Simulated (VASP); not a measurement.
# Ru (I4/mmm) in VASP: further runs

The runs below take Ru through single point, with PBEsol.

Everything below comes from runs of VASP 6.6.1. Logs are shortened: lines on timing, memory, paths and dates and some standing lists are left out, and cuts for length are marked.

**1. The cell of the first run**

Symmetry: I4/mmm, No. 139, tetragonal system. The conventional cell has a = 2.549 Å, b = 2.549 Å, c = 4.325 Å, α = 90.00°, β = 90.00°, γ = 90.00°. Ru (site symmetry 4/mmm) has 12 Ru at 2.55 to 2.81 Å within 3.4 Å.

**2. Single point, PBEsol**

Input file INCAR:

```
PREC = Accurate ; ENCUT = 520
EDIFF = 1E-6 ; ISMEAR = 0
SIGMA = 0.15 ; LREAL = False
LASPH = True ; NELM = 60
ALGO = Fast ; ISIF = 2
LWAVE = False ; LCHARG = False
GGA = PS ; NBANDS = 13
```

Input file KPOINTS:

```
regular mesh
0
Gamma
  24 24 24
```

Input file POSCAR:

```
Ru
1.0
    0.0000000000      1.8020839953      2.1625007944
    1.8020839953      0.0000000000      2.1625007944
    1.8020839953      1.8020839953      0.0000000000
Ru
1
Direct
    0.0000000000      0.0000000000      0.0000000000
```

Potentials or basis: VASP PAW PBE potentials, release 64 (Ru_pv).

The run is started by

```sh
$ cat potpaw_PBE.64/Ru_pv/POTCAR > POTCAR
$ mpirun -np 1 vasp_std > vasp.out
```

OUTCAR:

```text
PREC = Accurate
   ENCUT = 520
   EDIFF = 1E-6
   ISMEAR = 0
   LREAL = False
   LASPH = True
   NELM = 60
   ISIF = 2
   GGA = PS

 ion  position               nearest neighbor table
   1  0.000  0.000  0.000-

  LATTYP: Found a body centered tetragonal cell.
 ALAT       =     2.5485316267
 C/A-ratio  =     1.6970562749

  Lattice vectors:

 A1 = (  -1.8020839953,   0.0000000000,   2.1625007944)
 A2 = (   1.8020839953,   0.0000000000,   2.1625007944)
 A3 = (   0.0000000000,   1.8020839953,  -2.1625007944)

Analysis of symmetry for initial positions (statically):
=====================================================================
 Subroutine PRICEL returns:
 Original cell was already a primitive cell.

 Routine SETGRP: Setting up the symmetry group for a
 body centered tetragonal supercell.

 Subroutine GETGRP returns: Found 16 space group operations
 (whereof 16 operations were pure point group operations)
 out of a pool of 16 trial point group operations.

The static configuration has the point symmetry D_4h.

Analysis of symmetry for dynamics (positions and initial velocities):
=====================================================================
 Subroutine PRICEL returns:
 Original cell was already a primitive cell.

 Routine SETGRP: Setting up the symmetry group for a
 body centered tetragonal supercell.

 Subroutine GETGRP returns: Found 16 space group operations
 (whereof 16 operations were pure point group operations)
 out of a pool of 16 trial point group operations.

The dynamic configuration has the point symmetry D_4h.

 Subroutine INISYM returns: Found 16 space group operations
 (whereof 16 operations are pure point group operations),
 and found     1 'primitive' translations

----------------------------------------------------------------------------------------

                                     Primitive cell

  volume of cell :      14.0455

  direct lattice vectors                    reciprocal lattice vectors
     0.000000000  1.802083995  2.162500794    -0.277456545  0.277456545  0.231213788
     1.802083995  0.000000000  2.162500794     0.277456545 -0.277456545  0.231213788
     1.802083995  1.802083995  0.000000000     0.277456545  0.277456545 -0.231213788

  length of vectors
     2.814945188  2.814945188  2.548531627     0.455438344  0.455438344  0.455438344

  position of ions in fractional coordinates (direct lattice)
     0.000000000  0.000000000  0.000000000

  ion indices of the primitive-cell ions
   primitive index   ion index
                 1           1

----------------------------------------------------------------------------------------

 KPOINTS: regular mesh

Automatic generation of k-mesh.
 Grid dimensions read from file:
 generate k-points for:   24   24   24

 Generating k-lattice:

  Cartesian coordinates                     Fractional coordinates (reciprocal lattice)
    -0.011560689  0.011560689  0.009633908     0.041666667  0.000000000  0.000000000
     0.011560689 -0.011560689  0.009633908     0.000000000  0.041666667  0.000000000
     0.011560689  0.011560689 -0.009633908     0.000000000  0.000000000  0.041666667

  Length of vectors
     0.018976598  0.018976598  0.018976598

  Shift w.r.t. Gamma in fractional coordinates (k-lattice)
     0.000000000  0.000000000  0.000000000

 Subroutine IBZKPT returns following result:
 ===========================================

 Found   1063 irreducible k-points:

 Following reciprocal coordinates:
            Coordinates               Weight
  0.000000  0.000000  0.000000      1.000000
  0.041667  0.000000  0.000000      8.000000
  0.083333  0.000000  0.000000      8.000000
  0.125000  0.000000  0.000000      8.000000
  0.166667  0.000000  0.000000      8.000000
  0.208333  0.000000  0.000000      8.000000
[... 16 lines left out ...]
  0.416667  0.041667  0.000000      8.000000
  0.458333  0.041667  0.000000      8.000000
 [... further k-points ...]
   k-points           NKPTS =   1063   k-points in BZ     NKDIM =   1063   number of bands    NBANDS=     13
   number of dos      NEDOS =    301   number of ions     NIONS =      1
   total plane-waves  NPLWV =  11520
   dimension x,y,z NGX =    24 NGY =   24 NGZ =   20
   dimension x,y,z NGXF=    48 NGYF=   48 NGZF=   40
   ions per type =               1
   NGX,Y,Z   is equivalent  to a cutoff of  14.17, 14.17, 13.05 a.u.
   NGXF,Y,Z  is equivalent  to a cutoff of  28.35, 28.35, 26.09 a.u.
 SYSTEM =  unknown system
   PREC   = accura    normal or accurate (medium, high low for compatibility)
   ISTART =      0    job   : 0-new  1-cont  2-samecut
   ICHARG =      2    charge: 1-file 2-atom 10-const
   ISPIN  =      1    spin polarized calculation?
   LNONCOLLINEAR =      F non collinear calculations
   LSORBIT =      F    spin-orbit coupling
   LASPH  =      T    aspherical Exc in radial PAW
   ENCUT  =  520.0 eV  38.22 Ry    6.18 a.u.   5.23  5.23  4.74*2*pi/ulx,y,z
   NELM   =     60;   NELMIN=  2; NELMDL= -5     # of ELM steps
   EDIFF  = 0.1E-05   stopping-criterion for ELM
   LREAL  =      F    real-space projection
   EDIFFG = 0.1E-04   stopping-criterion for IOM
   NSW    =      0    number of steps for IOM
   IBRION =     -1    ionic relax: 0-MD 1-quasi-New 2-CG
   NFREE  =      0    steps in history (QN), initial steepest desc. (CG)
   ISIF   =      2    stress and relaxation
   ISYM   =      2    0-nonsym 1-usesym 2-fastsym
   POTIM  = 0.5000    time-step for ionic-motion
   TEBEG  =    0.0;   TEEND  =   0.0 temperature during run
   PSTRESS=    0.0 pullay stress
   NELECT =      14.0000    total number of electrons
   NUPDOWN=      -1.0000    fix difference up-down
   EMIN   =  10.00;   EMAX   =-10.00  energy-range for DOS
   EFERMI =   0.00;   METHOD = LEGACY
   ISMEAR =     0;   SIGMA  =   0.15  broadening in eV -4-tet -1-fermi 0-gaus
   EFERMI_NEDOS =   21; number of points for ismear=-14 and -15
   IALGO  =     68    algorithm
   IMIX   =      4    mixing-type and parameters
     AMIX     =   0.40;   BMIX     =  1.00
     AMIX_MAG =   1.60;   BMIX_MAG =  1.00
  volume/ion in A,a.u.               =      14.05        94.78
  Fermi-wavevector in a.u.,A,eV,Ry     =   1.635330  3.090326 36.386117  2.674304
  Thomas-Fermi vector in A             =   2.726821
   LORBIT       =      0    0 simple, 1 ext, 2 COOP (PROOUT), +10 PAW based schemes
   GGA     = PS    functional components
   LHFCALC =     F    Hartree Fock is set to
   AEXX    =    0.0000 exact exchange contribution
   IVDW    =     0    specifies the selected vdW correction
   LEPSILON=     F    determine dielectric tensor
   LRPA    =     F    only Hartree local field effects (RPA)
 non-spin polarized calculation
 RMM-DIIS sequential band-by-band and
 Gauss-broadening in eV      SIGMA  =   0.15
  energy-cutoff  :      520.00
  volume of cell :       14.05
 maximum number of plane-waves:       397
 NGX is ok and might be reduce to    24

 number of electron      14.0000002 magnetization

 Free energy of the ion-electron system (eV)
  ---------------------------------------------------
  ext. energy  EPLUGINS =         0.00000000
  ---------------------------------------------------
  free energy    TOTEN  =        -9.77168524 eV

  energy without entropy =       -9.75860156  energy(sigma->0) =       -9.76514340

 E-fermi :  12.0831     XC(G=0): -14.0577

 val. band max:       12.0816503491   @ k =  -0.2500   0.1667   0.0000
 cond. band min:      12.0850273520   @ k =  -0.3333   0.4583   0.1667
 fundamental gap:      0.0033770029
 Fermi energy:        12.0830674911

 k-point     1 :       0.0000    0.0000    0.0000
  band No.  band energies     occupation
      1     -30.4042      2.00000
      2     -30.2665      2.00000
      3     -30.2665      2.00000
      4       4.2406      2.00000
      5       8.1523      2.00000
      6      10.2827      2.00000
      7      10.5193      2.00000
      8      10.5193      2.00000
      9      13.1622      0.00000
     10      22.5458      0.00000
     11      27.5961      0.00000
     12      29.2848      0.00000
     13      34.5612      0.00000

 k-point     2 :       0.0417    0.0000    0.0000
  band No.  band energies     occupation
      1     -30.4093      2.00000
      2     -30.2840      2.00000
      3     -30.2666      2.00000
      4       4.3141      2.00000
      5       8.1822      2.00000
      6      10.2827      2.00000
      7      10.4786      2.00000
      8      10.5473      2.00000
      9      13.1219      0.00000
     10      22.5458      0.00000
     11      27.7104      0.00000
     12      29.3510      0.00000
     13      34.1085      0.00000

 k-point     3 :       0.0833    0.0000    0.0000
  band No.  band energies     occupation
      1     -30.4273      2.00000
      2     -30.3321      2.00000
      3     -30.2670      2.00000
      4       4.5287      2.00000
      5       8.2670      2.00000
      6      10.1983      2.00000
      7      10.4603      2.00000
      8      10.6282      2.00000
      9      13.0081      0.00000
     10      22.5458      0.00000
     11      28.0251      0.00000
     12      29.5081      0.00000
     13      33.2255      0.00000
[... 305 lines left out ...]
 k-point    23 :       0.4167    0.0417    0.0000
  band No.  band energies     occupation
      1     -31.2306      2.00000
      2     -30.5751      2.00000
      3     -30.2824      2.00000
      4       6.3147      2.00000
      5       8.4941      2.00000
      6      10.7395      2.00000
      7      11.7030      1.99966
      8      13.1620      0.00000
      9      13.4823      0.00000
     10      22.5360      0.00000
     11      23.3649      0.00000
     12      26.6483      0.00000
     13      33.6805      0.00000

 k-point    24 :       0.4583    0.0417    0.0000
  band No.  band energies     occupation
      1     -31.3029      2.00000
      2     -30.5865      2.00000
      3     -30.2804      2.00000
      4       6.2527      2.00000
      5       8.4652      2.00000
      6      10.6283      2.00000
      7      12.3611      0.00876
      8      13.2679      0.00000
      9      13.9700      0.00000
     10      22.3861      0.00000
     11      22.6039      0.00000
     12      26.2655      0.00000
     13      32.9070      0.00000

 [... further k-points ...]
[... 5 lines left out ...]
  --------------------------------------------------------------------------------------
  -------------------------------------------------------------------------------------
  Total        0.6158303      0.6158303     -3.6507678      0.0000000      0.0000000     -0.0000000
  in kB       70.2482132     70.2482132   -416.4457776      0.0000000      0.0000000     -0.0000000
  external PRESSURE =     -91.9831171 kB  Pullay stress =       0.0000000 kB

 VOLUME and BASIS-vectors are now :
 -----------------------------------------------------------------------------
  energy-cutoff  :      520.00
  volume of cell :       14.05
      direct lattice vectors                 reciprocal lattice vectors
     0.000000000  1.802083995  2.162500794    -0.277456545  0.277456545  0.231213788
     1.802083995  0.000000000  2.162500794     0.277456545 -0.277456545  0.231213788
     1.802083995  1.802083995  0.000000000     0.277456545  0.277456545 -0.231213788

 POSITION                                       TOTAL-FORCE (eV/Angst)
 -----------------------------------------------------------------------------------
      0.00000      0.00000      0.00000        -0.000000      0.000000      0.000000
 -----------------------------------------------------------------------------------
    total drift:                                0.000000      0.000000      0.000000

  FREE ENERGIE OF THE ION-ELECTRON SYSTEM (eV)
  ---------------------------------------------------
  free  energy   TOTEN  =        -9.7716852424 eV

  energy  without entropy=       -9.7586015636  energy(sigma->0) =       -9.76514340
```

Run time: 59 s. Hardware: 1 thread of Intel Xeon 6975P-C (Granite Rapids), shared host; peak memory 0.29 GiB.

What came out:

- Free energy: -9.7717 eV
- Pressure: -9.2 GPa
- Band gap on the k mesh: zero (band 7 reaches 13.94 eV, above the bottom of band 8 at 10.52 eV)

Levels at points of the mesh, in eV from the Fermi level:
| k point | band 3 | band 4 | band 5 | band 6 | band 7 | band 8 | band 9 | band 10 | band 11 | band 12 |
| --- | --- | --- | --- | --- | --- | --- | --- | --- | --- | --- |
| (0.00, 0.00, 0.00) | -42.35 | -7.84 | -3.93 | -1.80 | -1.56 | -1.56 | 1.08 | 10.46 | 15.51 | 17.20 |
| (0.50, 0.00, 0.00) | -42.36 | -5.92 | -3.58 | -1.57 | 0.98 | 1.20 | 1.93 | 9.81 | 10.48 | 13.97 |
| (0.50, 0.50, 0.00) | -42.53 | -6.10 | -5.70 | 1.15 | 1.86 | 1.92 | 1.92 | 9.97 | 10.48 | 15.35 |
| (0.50, 0.00, 0.50) | -42.67 | -6.28 | -5.53 | 0.86 | 1.20 | 3.24 | 4.82 | 10.46 | 11.30 | 13.47 |

Caveat: the PAW data sets were made with another functional, which shifts forces and pressure a little.

**3. Single point, PBEsol**

This run uses another cell than the first one, of the same volume but with other edges.

Input file INCAR:

```
PREC     = Accurate       # precision mode
ENCUT    = 520            # plane-wave cutoff, eV
EDIFF    = 1E-6           # SCF threshold, eV
ISMEAR   = 0              # smearing method
SIGMA    = 0.15           # smearing width, eV
LREAL    = False          # projectors in reciprocal space
LASPH    = True           # aspherical terms in the spheres
NELM     = 60             # most SCF steps
ALGO     = Fast           # electronic algorithm
ISIF     = 2              # what is computed and relaxed
LWAVE    = False          # write WAVECAR
LCHARG   = False          # write CHGCAR
GGA      = PS             # functional
NBANDS   = 13             # bands
```

Input file KPOINTS:

```
Automatic mesh
0
Gamma
  24 24 24
```

Input file POSCAR:

```
Ru
1.0
    0.0000000000      2.0803540087      1.6226761268
    2.0803540087      0.0000000000      1.6226761268
    2.0803540087      2.0803540087      0.0000000000
Ru
1
Direct
    0.0000000000      0.0000000000      0.0000000000
```

Potentials or basis: VASP PAW PBE potentials, release 64 (Ru_pv).

The run is started by

```sh
$ cat potpaw_PBE.64/Ru_pv/POTCAR > POTCAR
$ mpirun -np 1 vasp_std > vasp.out
```

Wall time 85 s (1 thread of Intel Xeon 6975P-C (Granite Rapids), shared host); peak memory 0.28 GiB.

It converged, with:

| Item | Value |
| --- | --- |
| Free energy | -9.6365 eV |
| Pressure | -8.2 GPa |
| Band gap on the k mesh | zero (band 7 reaches 14.15 eV, above the bottom of band 8 at 10.30 eV) |

Stress tensor (GPa, compression positive):
```
-21.27   0.00   0.00
  0.00 -21.27   0.00
  0.00   0.00  17.92
```

Levels at points of the mesh, in eV from the Fermi level:
| k point | band 3 | band 4 | band 5 | band 6 | band 7 | band 8 | band 9 | band 10 | band 11 | band 12 |
| --- | --- | --- | --- | --- | --- | --- | --- | --- | --- | --- |
| (0.00, 0.00, 0.00) | -42.48 | -7.98 | -2.98 | -2.98 | -2.08 | -0.72 | 0.37 | 10.40 | 16.01 | 17.89 |
| (0.50, 0.00, 0.00) | -42.48 | -6.08 | -4.10 | -0.84 | 0.59 | 0.95 | 2.30 | 9.82 | 10.42 | 13.89 |
| (0.50, 0.50, 0.00) | -43.10 | -6.28 | -6.09 | 1.65 | 1.95 | 1.95 | 7.37 | 10.26 | 10.26 | 10.40 |
| (0.50, 0.00, 0.50) | -42.55 | -6.19 | -5.11 | 0.65 | 0.79 | 1.72 | 2.55 | 10.38 | 10.92 | 13.22 |

Caveat: the PAW data sets were made with another functional, which shifts forces and pressure a little.

(Continued in part 2 of 2.)
